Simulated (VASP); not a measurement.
Crystal: Mg5Se.

```
Mg Se
1.0
     2.74481   -4.23468    0.00000
     2.74481    4.23468    0.00000
     0.00000    0.00000    7.36675
Mg Se
5 1
Direct
  0.82639 0.17361 0.29802
  0.17361 0.82639 0.29802
  0.82639 0.17361 0.70198
  0.17361 0.82639 0.70198
  0.50000 0.50000 0.50000
  0.00000 0.00000 0.00000
```

The cell was built from a structure type or drawn by symmetry, and may not be a known phase.

- Program: VASP 6.6.1
- Task: relaxation of cell and atoms
- Functional: PBE
- Potentials or basis: VASP PAW PBE potentials, release 64 (Mg, Se)
- Cutoff: 600 eV
- k mesh: 4 × 4 × 4
- Occupations: gaussian, width 0.1 eV
- Spin: no spin polarisation

At the start: pressure 0.1 GPa; volume 28.54 Å³/atom.

Q: How do energy, volume and symmetry change on relaxing?

A: Over 30 steps the energy falls by 20.7 meV/atom and the volume is 28.50 Å³/atom (-0.1 %); space group Cmmm (No. 65, to 0.1 Å) before and after.

Step by step:
```csv
step,energy change (eV),largest force (eV/Å),pressure (GPa),volume (Å³)
1,0.0000,0.0654,0.08,171.25
2,-0.0019,0.0455,-0.02,171.62
3,-0.0030,0.0571,-0.20,172.29
4,-0.0045,0.0523,-0.12,171.63
5,-0.0059,0.0579,0.06,170.12
6,-0.0075,0.0638,0.07,169.80
7,-0.0122,0.0842,0.15,168.81
8,-0.0127,0.1385,0.43,166.78
9,-0.0147,0.1066,0.27,167.85
10,-0.0180,0.1105,0.15,168.33
11,-0.0203,0.1194,-0.03,169.15
12,-0.0236,0.0953,-0.04,169.25
13,-0.0286,0.0680,-0.04,169.55
14,-0.0287,0.0759,-0.05,169.61
15,-0.0318,0.0518,-0.06,169.52
16,-0.0399,0.0794,-0.03,169.21
17,-0.0347,0.2887,0.19,168.42
18,-0.0417,0.1354,0.04,169.00
19,-0.0447,0.1514,0.06,168.98
20,-0.0523,0.2147,0.09,168.90
21,-0.0565,0.3535,0.16,168.53
22,-0.0601,0.3624,0.15,168.64
23,-0.0653,0.3841,0.12,168.87
24,-0.0738,0.3529,0.10,169.03
25,-0.0947,0.2621,0.08,169.52
26,-0.1169,0.1270,0.07,170.48
27,-0.1185,0.1268,0.07,170.82
28,-0.1216,0.0861,-0.03,171.18
29,-0.1231,0.0282,-0.17,171.72
30,-0.1244,0.0153,-0.06,171.03
```

Final structure:
```xyz
6
Lattice="2.3533 -4.9698 0.0000 2.3533 4.9698 0.0000 0.0000 0.0000 7.3118" Properties=species:S:1:pos:R:3 pbc="T T T"
Mg    2.3533   -3.4012    2.1088
Mg    2.3533    3.4012    2.1088
Mg    2.3533   -3.4012    5.2030
Mg    2.3533    3.4012    5.2030
Mg    2.3533    0.0000    3.6559
Se    0.0000    0.0000    0.0000
```
